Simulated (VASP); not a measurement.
The system is GaAs.

```
As Ga
1.0
     0.00000    2.86405    2.86405
     2.86405    0.00000    2.86405
     2.86405    2.86405    0.00000
As Ga
1 1
Direct
  0.75000 0.75000 0.75000
  0.00000 0.00000 0.00000
```

Program: VASP 6.6.1. Alike in all runs: task single point; potentials or basis VASP PAW PBE potentials, release 64 (As, Ga_d); cell as given.

**Question.** Order these runs on this cell by their pressure, lowest first.
A. level revPBE+D3(BJ); spin collinear; fixed moment (μB) 1.0; k mesh 8 × 8 × 8; cutoff (eV) 520; smearing methfessel-paxton 0.025 eV
B. level PBE-based screened hybrid with 25 % exact exchange; spin off; k mesh 4 × 4 × 4; cutoff (eV) 520; smearing fermi-dirac 0.05 eV; grid for exact exchange (PRECFOCK) Normal; share of exact exchange 0.25; screening parameter 0.3 1/Å
C. level pbe exchange, lyp correlation; spin off; k mesh 8 × 8 × 8; cutoff (eV) 500; smearing methfessel-paxton 0.1 eV
D. level r2SCAN50; spin off; k mesh 4 × 4 × 4; cutoff (eV) 520; smearing fermi-dirac 0.05 eV; grid for exact exchange (PRECFOCK) Normal; share of exact exchange 0.5

**Answer.** D (-4.9 GPa), B (-1.2 GPa), A (2.7 GPa), C (4.4 GPa).

Caveats: some runs use coarse meshes; the PAW data sets were made with another functional, which shifts forces and pressure a little; the cell stands under pressure (at least some runs); the total moment is fixed, so each spin has its own Fermi level (at least some runs).
